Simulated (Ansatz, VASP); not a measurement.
# Two plane-wave programs on ZnCu

```
Zn Cu
1.0
     2.86923    0.00000    0.00000
     0.00000    2.86923    0.00000
     0.00000    0.00000    2.86923
Zn Cu
1 1
Direct
  0.50000 0.50000 0.50000
  0.00000 0.00000 0.00000
```

Alike in both runs: task single point; functional PBE; k mesh 14 × 14 × 14; occupations gaussian, width 0.1 eV; no spin polarisation.

|  | VASP | Ansatz |
| --- | --- | --- |
| version | VASP 6.6.1 | Ansatz 0.2.0 |
| potentials or method | VASP PAW PBE potentials, release 64 (Zn, Cu_sv_GW), cutoff 700 eV | scalar-relativistic, plane waves, PAW |
| valence electrons in the cell | 31 | 31 |

```csv
,VASP,Ansatz,Ansatz less VASP
gap on the k mesh at the Fermi level (eV),none,none,-
pressure (GPa),11.9,14.2,+2.35
```

A gap of «none» marks a metal or a gap that the smearing closes.
